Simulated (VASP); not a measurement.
Here is a VASP 6.6.1 calculation.

INCAR

```
PREC = Accurate ; ENCUT = 520
EDIFF = 1E-7 ; ISMEAR = -1
SIGMA = 0.1 ; LREAL = F
LASPH = T ; NELM = 60
ALGO = Normal ; ISIF = 2
LWAVE = F ; LCHARG = T
GGA = PS ; LELF = T
LVHAR = T ; NBANDS = 12
```

Contents of KPOINTS:

```
regular mesh
0
Gamma
  22 22 22
```

File POSCAR:

```
Ta
1.0
   -1.6845736552      1.6845736552      1.6845736552
    1.6845736552     -1.6845736552      1.6845736552
    1.6845736552      1.6845736552     -1.6845736552
Ta
1
Direct
    0.0000000000      0.0000000000      0.0000000000
```

Potentials or basis: VASP PAW PBE potentials, release 64 (Ta_pv).

The run is started by

```console
$ cat potpaw_PBE.64/Ta_pv/POTCAR > POTCAR
$ mpirun -np 1 vasp_std > vasp.out
```

(1) What does it give for the pressure?

## Answers

(1) -13.9 GPa.

Caveat: the PAW data sets were made with another functional, which shifts forces and pressure a little.
